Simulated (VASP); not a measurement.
# HC20 in VASP: further runs

HC20 is run at these levels: LDA; tasks: single point.

Everything below comes from runs of VASP 6.6.1. Logs are shortened: lines on timing, memory, paths and dates and some standing lists are left out, and cuts for length are marked.

## Step 1: The cell of the first run

The cell holds a slab with vacuum, 42 atoms: a = 7.202 Å, b = 8.468 Å, c = 22.792 Å, α = 90.00°, β = 90.00°, γ = 113.08°.

## Step 2: Single point, LDA

INCAR

```
ALGO = Fast
DIPOL = 0.5 0.5 0.294
EDIFF = 1E-7
ENCUT = 520
IDIPOL = 3
ISIF = 2
ISMEAR = 0
LASPH = True
LCHARG = False
LDIPOL = True
LREAL = Auto
LWAVE = False
NBANDS = 108
NELM = 100
PREC = Accurate
SIGMA = 0.05
```

KPOINTS

```
k-points
0
Gamma
  4 4 1
```

POSCAR

```
HC20
1.0
    7.2015518731      0.0000000000      0.0000000000
   -3.3194130427      7.7907812636      0.0000000000
    0.0000000000      0.0000000000     22.7916832250
C H
40 2
Direct
    0.2501129010      0.1667043003      0.1755026147
    0.2501129010      0.6667043003      0.1755026147
    0.7501129009      0.1667043003      0.1755026147
    0.7501129009      0.6667043003      0.1755026147
    0.2498870990      0.3332956997      0.1755026147
    0.2498870990      0.8332956997      0.1755026147
    0.7498870990      0.3332956997      0.1755026147
    0.7498870990      0.8332956997      0.1755026147
    0.2501129010      0.4167043003      0.2291325538
    0.2501129010      0.9167043003      0.2291325538
    0.7501129009      0.4167043003      0.2291325538
    0.7501129009      0.9167043003      0.2291325538
    0.2498870990      0.0832956997      0.2291325538
    0.2498870991      0.5832956997      0.2291325538
    0.7498870990      0.0832956997      0.2291325538
    0.7498870990      0.5832956997      0.2291325538
    0.2500458055      0.1676520614      0.2827258575
    0.2500458055      0.6676520614      0.2827258575
    0.7500458055      0.1676520614      0.2827258575
    0.7500458055      0.6676520614      0.2827258575
    0.2499541945      0.3323479386      0.2827258575
    0.2499541945      0.8323479386      0.2827258575
    0.7499541945      0.3323479386      0.2827258575
    0.7499541945      0.8323479386      0.2827258575
    0.2500622594      0.4183368654      0.3365410697
    0.2500622594      0.9183368654      0.3365410697
    0.7500622594      0.4183368654      0.3365410697
    0.7500622594      0.9183368654      0.3365410697
    0.2499377406      0.0816631346      0.3365410697
    0.2499377406      0.5816631346      0.3365410697
    0.7499377406      0.0816631346      0.3365410697
    0.7499377406      0.5816631346      0.3365410697
    0.2501903787      0.1771682769      0.3857408485
    0.2501903787      0.6771682769      0.3857408485
    0.7501903787      0.1771682769      0.3857408485
    0.7501903787      0.6771682769      0.3857408485
    0.2498096213      0.3228317231      0.3857408485
    0.2498096213      0.8228317231      0.3857408485
    0.7498096213      0.3228317231      0.3857408485
    0.7498096213      0.8228317231      0.3857408485
    0.9998096213      0.2844540147      0.5436932017
    0.9998096213      0.3612094315      0.5436932017
```

Potentials or basis: VASP PAW LDA potentials, release 64 (C, H).

Launch:

```sh
cat potpaw_LDA.64/C/POTCAR potpaw_LDA.64/H/POTCAR > POTCAR
mpirun -np 1 vasp_std > vasp.out
```

OUTCAR:

```text
EDIFF = 1E-7
   ENCUT = 520
   ISIF = 2
   ISMEAR = 0
   LASPH = True
   LREAL = Auto
   NELM = 100
   PREC = Accurate

 ion  position               nearest neighbor table
   1  0.250  0.167  0.176-   5 1.41  13 1.41
   2  0.250  0.667  0.176-   6 1.41  14 1.41
   3  0.750  0.167  0.176-   7 1.41  15 1.41
   4  0.750  0.667  0.176-   8 1.41  16 1.41
   5  0.250  0.333  0.176-   1 1.41   9 1.41
   6  0.250  0.833  0.176-   2 1.41  10 1.41
   7  0.750  0.333  0.176-   3 1.41  11 1.41
   8  0.750  0.833  0.176-   4 1.41  12 1.41
   9  0.250  0.417  0.229-  14 1.41   5 1.41  21 1.41
  10  0.250  0.917  0.229-  13 1.41   6 1.41  22 1.41
  11  0.750  0.417  0.229-  16 1.41   7 1.41  23 1.41
  12  0.750  0.917  0.229-  15 1.41   8 1.41  24 1.41
  13  0.250  0.083  0.229-  10 1.41   1 1.41  17 1.41
  14  0.250  0.583  0.229-   9 1.41   2 1.41  18 1.41
[... 16 lines left out ...]
  31  0.750  0.082  0.337-  35 1.38  28 1.38  19 1.43
  32  0.750  0.582  0.337-  36 1.38  27 1.38  20 1.43
  33  0.250  0.177  0.386-  37 1.23  29 1.38
  34  0.250  0.677  0.386-  38 1.23  30 1.38
  35  0.750  0.177  0.386-  39 1.23  31 1.38
  36  0.750  0.677  0.386-  40 1.23  32 1.38
  37  0.250  0.323  0.386-  33 1.23  25 1.38
  38  0.250  0.823  0.386-  34 1.23  26 1.38
  39  0.750  0.323  0.386-  35 1.23  27 1.38
  40  0.750  0.823  0.386-  36 1.23  28 1.38
  41  1.000  0.284  0.544-  42 0.65
  42  1.000  0.361  0.544-  41 0.65

  LATTYP: Found a simple monoclinic cell.
 ALAT       =     7.2015518731
 B/A-ratio  =     3.1648294182
 C/A-ratio  =     1.1759212235
 COS(beta)  =    -0.3919737412

  Lattice vectors:

 A1 = (   7.2015518731,   0.0000000000,   0.0000000000)
 A2 = (   0.0000000000,   0.0000000000, -22.7916832250)
 A3 = (  -3.3194130427,   7.7907812636,   0.0000000000)

Analysis of symmetry for initial positions (statically):
=====================================================================
 Subroutine PRICEL returns:
 Original cell was already a primitive cell.

 Routine SETGRP: Setting up the symmetry group for a
 simple monoclinic supercell.

 Subroutine GETGRP returns: Found  1 space group operations
 (whereof  1 operations were pure point group operations)
 out of a pool of  4 trial point group operations.

The static configuration has the point symmetry C_1 .

Analysis of symmetry for dynamics (positions and initial velocities):
=====================================================================
 Subroutine PRICEL returns:
 Original cell was already a primitive cell.

 Routine SETGRP: Setting up the symmetry group for a
 simple monoclinic supercell.

 Subroutine GETGRP returns: Found  1 space group operations
 (whereof  1 operations were pure point group operations)
 out of a pool of  4 trial point group operations.

The dynamic configuration has the point symmetry C_1 .

 Subroutine INISYM returns: Found  1 space group operations
 (whereof  1 operations are pure point group operations),
 and found     1 'primitive' translations

----------------------------------------------------------------------------------------

                                     Primitive cell

  volume of cell :    1278.7437

  direct lattice vectors                    reciprocal lattice vectors
     7.201551873  0.000000000  0.000000000     0.138858960  0.059163545  0.000000000
    -3.319413043  7.790781264  0.000000000     0.000000000  0.128356832  0.000000000
     0.000000000  0.000000000 22.791683225     0.000000000  0.000000000  0.043875654

  length of vectors
     7.201551873  8.468457690 22.791683225     0.150937523  0.128356832  0.043875654

  position of ions in fractional coordinates (direct lattice)
     0.250112901  0.166704300  0.175502615
     0.250112901  0.666704300  0.175502615
     0.750112901  0.166704300  0.175502615
     0.750112901  0.666704300  0.175502615
     0.249887099  0.333295700  0.175502615
     0.249887099  0.833295700  0.175502615
[... 34 lines left out ...]
     0.999809621  0.284454015  0.543693202
     0.999809621  0.361209432  0.543693202

  ion indices of the primitive-cell ions
   primitive index   ion index
                 1           1
                 2           2
                 3           3
                 4           4
                 5           5
                 6           6
[... 34 lines left out ...]
                41          41
                42          42

----------------------------------------------------------------------------------------

 KPOINTS: k-points

Automatic generation of k-mesh.
 Grid dimensions read from file:
 generate k-points for:    4    4    1

 Generating k-lattice:

  Cartesian coordinates                     Fractional coordinates (reciprocal lattice)
     0.034714740  0.014790886  0.000000000     0.250000000  0.000000000  0.000000000
     0.000000000  0.032089208  0.000000000     0.000000000  0.250000000  0.000000000
     0.000000000  0.000000000  0.043875654     0.000000000  0.000000000  1.000000000

  Length of vectors
     0.037734381  0.032089208  0.043875654

  Shift w.r.t. Gamma in fractional coordinates (k-lattice)
     0.000000000  0.000000000  0.000000000

 Subroutine IBZKPT returns following result:
 ===========================================

 Found     10 irreducible k-points:

 Following reciprocal coordinates:
            Coordinates               Weight
  0.000000  0.000000  0.000000      1.000000
  0.250000  0.000000  0.000000      2.000000
  0.500000  0.000000  0.000000      1.000000
  0.000000  0.250000  0.000000      2.000000
  0.250000  0.250000  0.000000      2.000000
  0.500000  0.250000  0.000000      2.000000
 -0.250000  0.250000  0.000000      2.000000
  0.000000  0.500000  0.000000      1.000000
  0.250000  0.500000  0.000000      2.000000
  0.500000  0.500000  0.000000      1.000000
   k-points           NKPTS =     10   k-points in BZ     NKDIM =     10   number of bands    NBANDS=    108
   number of dos      NEDOS =    301   number of ions     NIONS =     42
   total plane-waves  NPLWV = 622080
   dimension x,y,z NGX =    54 NGY =   64 NGZ =  180
   dimension x,y,z NGXF=   108 NGYF=  128 NGZF=  360
   ions per type =              40   2
   NGX,Y,Z   is equivalent  to a cutoff of  12.47, 12.56, 13.13 a.u.
   NGXF,Y,Z  is equivalent  to a cutoff of  24.93, 25.13, 26.26 a.u.
 SYSTEM =  unknown system
   PREC   = accura    normal or accurate (medium, high low for compatibility)
   ISTART =      0    job   : 0-new  1-cont  2-samecut
   ICHARG =      2    charge: 1-file 2-atom 10-const
   ISPIN  =      1    spin polarized calculation?
   LNONCOLLINEAR =      F non collinear calculations
   LSORBIT =      F    spin-orbit coupling
   LASPH  =      T    aspherical Exc in radial PAW
   ENCUT  =  520.0 eV  38.22 Ry    6.18 a.u.  13.39 15.75 42.38*2*pi/ulx,y,z
   NELM   =    100;   NELMIN=  2; NELMDL= -5     # of ELM steps
   EDIFF  = 0.1E-06   stopping-criterion for ELM
   LREAL  =      T    real-space projection
   EDIFFG = 0.1E-05   stopping-criterion for IOM
   NSW    =      0    number of steps for IOM
   IBRION =     -1    ionic relax: 0-MD 1-quasi-New 2-CG
   NFREE  =      0    steps in history (QN), initial steepest desc. (CG)
   ISIF   =      2    stress and relaxation
   ISYM   =      2    0-nonsym 1-usesym 2-fastsym
   POTIM  = 0.5000    time-step for ionic-motion
   TEBEG  =    0.0;   TEEND  =   0.0 temperature during run
   PSTRESS=    0.0 pullay stress
   NELECT =     162.0000    total number of electrons
   NUPDOWN=      -1.0000    fix difference up-down
   EMIN   =  10.00;   EMAX   =-10.00  energy-range for DOS
   EFERMI =   0.00;   METHOD = LEGACY
   ISMEAR =     0;   SIGMA  =   0.05  broadening in eV -4-tet -1-fermi 0-gaus
   EFERMI_NEDOS =   21; number of points for ismear=-14 and -15
   IALGO  =     68    algorithm
   IMIX   =      4    mixing-type and parameters
     AMIX     =   0.40;   BMIX     =  1.00
     AMIX_MAG =   1.60;   BMIX_MAG =  1.00
  volume/ion in A,a.u.               =      30.45       205.46
  Fermi-wavevector in a.u.,A,eV,Ry     =   0.822215  1.553761  9.198046  0.676037
  Thomas-Fermi vector in A             =   1.933511
   LORBIT       =      0    0 simple, 1 ext, 2 COOP (PROOUT), +10 PAW based schemes
   GGA     = CA    functional components
   LHFCALC =     F    Hartree Fock is set to
   AEXX    =    0.0000 exact exchange contribution
   IVDW    =     0    specifies the selected vdW correction
   LEPSILON=     F    determine dielectric tensor
   LRPA    =     F    only Hartree local field effects (RPA)
 non-spin polarized calculation
 RMM-DIIS sequential band-by-band and
 Gauss-broadening in eV      SIGMA  =   0.05
  energy-cutoff  :      520.00
  volume of cell :     1278.74
 maximum number of plane-waves:     34461
 NGX is ok and might be reduce to    54
   NGX = 27   NGY = 31   NGZ = 85

 dipolmoment           0.000000      0.000000      0.197372 electrons x Angstroem

 number of electron     162.0000011 magnetization

 dipolmoment           0.000000      0.000000     -0.277112 electrons x Angstroem

 Free energy of the ion-electron system (eV)
  ---------------------------------------------------
  ext. energy  EPLUGINS =         0.00000000
  ---------------------------------------------------
  free energy    TOTEN  =      -369.37067707 eV

  energy without entropy =     -369.35308113  energy(sigma->0) =     -369.36187910

 E-fermi :  -3.3698     XC(G=0):  -3.8634

 val. band max:       -3.4004599491   @ k =   0.2500   0.0000   0.0000
 cond. band min:      -3.3613731060   @ k =   0.5000   0.2500   0.0000
 fundamental gap:      0.0390868432
 Fermi energy:        -3.3697968704

 k-point     1 :       0.0000    0.0000    0.0000
  band No.  band energies     occupation
      1     -22.1290      2.00000
      2     -21.8006      2.00000
      3     -20.7387      2.00000
      4     -20.5926      2.00000
      5     -20.4640      2.00000
      6     -20.3131      2.00000
[... 85 lines left out ...]
     92      -1.2328      0.00000
     93      -1.0611      0.00000

 k-point     2 :       0.2500    0.0000    0.0000
  band No.  band energies     occupation
      1     -22.0838      2.00000
      2     -21.8518      2.00000
      3     -20.7418      2.00000
      4     -20.6402      2.00000
      5     -20.4155      2.00000
      6     -20.3067      2.00000
[... 757 lines left out ...]
     92      -0.6807      0.00000
     93      -0.3669      0.00000

 k-point    10 :       0.5000    0.5000    0.0000
  band No.  band energies     occupation
      1     -21.6876      2.00000
      2     -21.6875      2.00000
      3     -21.5287      2.00000
      4     -21.5286      2.00000
      5     -19.8550      2.00000
      6     -19.8549      2.00000
[... 85 lines left out ...]
     92      -0.4520      0.00000
     93      -0.4519      0.00000
 [bands above 93 left out]

------------------------ aborting loop because EDIFF is reached ----------------------------------------

 vacuum level on the upper side and lower side of the slab       (xc-potential included)        -0.490         0.378

  FORCE on cell =-STRESS in cart. coord.  units (eV):
  Direction    XX          YY          ZZ          XY          YZ          ZX
  --------------------------------------------------------------------------------------
  -------------------------------------------------------------------------------------
  Total       -0.8786365     -2.1751127     -9.1765721      0.0896579     -0.0000791      0.0026023
  in kB       -1.1008707     -2.7252657    -11.4976096      0.1123352     -0.0000991      0.0032605
  external PRESSURE =      -5.1079153 kB  Pullay stress =       0.0000000 kB

 VOLUME and BASIS-vectors are now :
 -----------------------------------------------------------------------------
  energy-cutoff  :      520.00
  volume of cell :     1278.74
      direct lattice vectors                 reciprocal lattice vectors
     7.201551873  0.000000000  0.000000000     0.138858960  0.059163545  0.000000000
    -3.319413043  7.790781264  0.000000000     0.000000000  0.128356832  0.000000000
     0.000000000  0.000000000 22.791683225     0.000000000  0.000000000  0.043875654

 POSITION                                       TOTAL-FORCE (eV/Angst)
 -----------------------------------------------------------------------------------
      1.24784      1.29876      4.00000        -2.684105      6.312753      1.103391
     -0.41187      5.19415      4.00000        -2.684140      6.312311      1.103446
      4.84862      1.29876      4.00000        -2.684193      6.312839      1.103365
      3.18891      5.19415      4.00000        -2.684130      6.312371      1.103516
      0.69323      2.59663      4.00000         2.684075     -6.312729      1.103411
     -0.96648      6.49202      4.00000         2.684129     -6.312352      1.103458
[... 34 lines left out ...]
      6.25596      2.21612     12.39168         2.178029     -5.108727     -0.011994
      6.00118      2.81410     12.39168        -2.177254      5.108803     -0.009649
 -----------------------------------------------------------------------------------
    total drift:                                0.000144     -0.000148     -0.043250

  FREE ENERGIE OF THE ION-ELECTRON SYSTEM (eV)
  ---------------------------------------------------
  free  energy   TOTEN  =      -369.3706770730 eV

  energy  without entropy=     -369.3530811318  energy(sigma->0) =     -369.36187910

 vacuum level on the upper side and lower side of the slab         2.360         3.250
```

It took 71 min on 1 thread of Oxide Virtual Turin-like, shared host; peak memory 1.3 GiB.

What came out:

```yaml
Free_energy: -369.3707 eV
Largest_force: 6.948 eV/Å
```

Forces on the atoms (eV/Å):
```
C   -2.684  6.313  1.103
C   -2.684  6.312  1.103
C   -2.684  6.313  1.103
C   -2.684  6.312  1.104
C    2.684 -6.313  1.103
C    2.684 -6.312  1.103
C    2.684 -6.313  1.103
C    2.684 -6.312  1.104
C   -0.174  0.415 -1.182
C   -0.174  0.415 -1.182
C   -0.174  0.414 -1.182
C   -0.174  0.414 -1.183
C    0.174 -0.414 -1.182
C    0.174 -0.415 -1.182
C    0.174 -0.414 -1.182
C    0.174 -0.415 -1.182
C    0.001 -0.011  0.010
C    0.001 -0.011  0.011
C    0.001 -0.011  0.010
C    0.001 -0.010  0.010
C   -0.001  0.011  0.010
C   -0.001  0.011  0.010
C   -0.001  0.011  0.010
C   -0.001  0.011  0.010
C   -0.010  0.049  0.012
C   -0.010  0.049  0.009
C   -0.009  0.047  0.011
C   -0.010  0.049  0.009
C    0.009 -0.047  0.010
C    0.010 -0.050  0.010
C    0.009 -0.047  0.011
C    0.010 -0.049  0.009
C    0.031 -0.053  0.063
C    0.031 -0.053  0.060
C    0.034 -0.052  0.063
C    0.032 -0.051  0.059
C   -0.034  0.051  0.062
C   -0.032  0.051  0.060
C   -0.031  0.054  0.063
C   -0.032  0.052  0.059
H    2.178 -5.109 -0.012
H   -2.177  5.109 -0.010
```

Levels at points of the mesh, in eV from the Fermi level:
```tsv
k point	band 79	band 80	band 81	band 82	band 83	band 84
(0.00, 0.00, 0.00)	-0.82	-0.19	-0.04	0.01	0.51	0.63
(0.50, 0.00, 0.00)	-0.97	-0.12	-0.12	0.18	0.18	0.85
(0.00, 0.50, 0.00)	-1.09	-1.09	-1.09	0.63	0.63	0.66
(0.50, 0.50, 0.00)	-1.17	-0.79	-0.79	0.51	0.51	0.77
```

[end of part 1 of 2]
